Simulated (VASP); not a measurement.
A run of VASP 6.6.1 is set up as follows.

INCAR

```
PREC = Accurate
ENCUT = 600
EDIFF = 1E-6
ISMEAR = 0
SIGMA = 0.1
LREAL = F
LASPH = T
NELM = 100
ALGO = Fast
ISIF = 3
LWAVE = F
LCHARG = F
GGA = PE
IBRION = 2
NSW = 90
EDIFFG = -0.04
```

File KPOINTS:

```
Automatic mesh
0
Gamma
  3 3 4
```

Contents of POSCAR:

```
Ta3Cd
1.0
    5.9968226717      0.0000000000      0.0000000000
   -2.9984113359      5.1934007757      0.0000000000
    0.0000000000      0.0000000000      4.8133754577
Ta Cd
6 2
Direct
    0.8330000000      0.6660000000      0.2500000000
    0.1670000000      0.8330000000      0.7500000000
    0.3340000000      0.1670000000      0.2500000000
    0.1670000000      0.3340000000      0.7500000000
    0.8330000000      0.1670000000      0.2500000000
    0.6660000000      0.8330000000      0.7500000000
    0.3333333333      0.6666666667      0.2500000000
    0.6666666667      0.3333333333      0.7500000000
```

Potentials or basis: VASP PAW PBE potentials, release 64 (Ta_pv, Cd).

Launch:

```sh
$ cat potpaw_PBE.64/Ta_pv/POTCAR potpaw_PBE.64/Cd/POTCAR > POTCAR
$ mpirun -np 1 vasp_std > vasp.out
```

Question: Estimate the band gap on the k mesh.

Answer: Zero (bands 45 and 46 overlap by 0.64 eV).

Question: What does it give for the relaxed volume?

Answer: 18.80 Å³/atom.

Question: What does it give for the space group after relaxing (to 0.1 Å)?

Answer: P6_3/mmc (No. 194).

The path:
| step | energy change (eV) | largest force (eV/Å) | pressure (GPa) | volume (Å³) |
| --- | --- | --- | --- | --- |
| 1 | 0.0000 | 0.7764 | -0.63 | 149.91 |
| 2 | -0.1525 | 0.3891 | 1.58 | 148.29 |
| 3 | -0.1702 | 0.1113 | 2.84 | 147.57 |
| 4 | -0.1424 | 0.1314 | -3.34 | 154.17 |
| 5 | -0.1964 | 0.0117 | 0.17 | 150.20 |
| 6 | -0.1964 | 0.0097 | 0.24 | 150.15 |
| 7 | -0.1988 | 0.0335 | -0.12 | 150.43 |

Caveat: the k points lie up to 0.41 Å⁻¹ apart in the final cell, too coarse for converged energies and pressures of a metal; spin-orbit coupling is left out, which moves the levels of the heavy elements.
